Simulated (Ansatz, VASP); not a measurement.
One calculation of CuO2, two programs

```xyz
6
Lattice="1.4126 -5.2107 0.0000 1.4126 5.2107 0.0000 0.0000 0.0000 4.3434" Properties=species:S:1:pos:R:3 pbc="T T T"
Cu    1.4126   -3.4677    1.0859
Cu    1.4126    3.4677    3.2576
O     1.4126    0.5366    1.0859
O     1.4126   -0.5366    3.2576
O     1.4126    3.0115    1.0859
O     1.4126   -3.0115    3.2576
```

Alike in both runs: task single point; functional PBEsol; k mesh 14 × 14 × 8; occupations gaussian, width 0.05 eV; no spin polarisation; Hubbard terms Cu d U = 4.0 eV.

|  | VASP | Ansatz |
| --- | --- | --- |
| version | VASP 6.6.1 | Ansatz 0.2.0 |
| potentials or method | VASP PAW PBE potentials, release 64 (Cu, O), cutoff 520 eV | scalar-relativistic, plane waves, PAW |
| valence electrons in the cell | 46 | 62 |

|  | VASP | Ansatz | Ansatz less VASP |
| --- | --- | --- | --- |
| gap on the k mesh at the Fermi level (eV) | none | none | - |
| pressure (GPa) | -10.0 | -6.6 | +3.40 |
| traceless stress, the component that is largest in VASP (GPa) | -2.64 | -1.74 | +0.896 |
| rms of the force components (eV/Å) | 0.243 | 0.169 | -0.0746 |

VASP's potentials were made for PBE, not for PBEsol. The programs project onto different local orbitals, so the same U acts differently, and such runs can settle in different states. Atom by atom the forces differ by 0.114 eV/Å (rms over components). A gap of «none» marks a metal or a gap that the smearing closes. VASP's potentials hold 46 valence electrons a cell and Ansatz's 62, so a difference there can come from the potentials and not from the codes. Ansatz's warnings: filled band counts differ across k points.
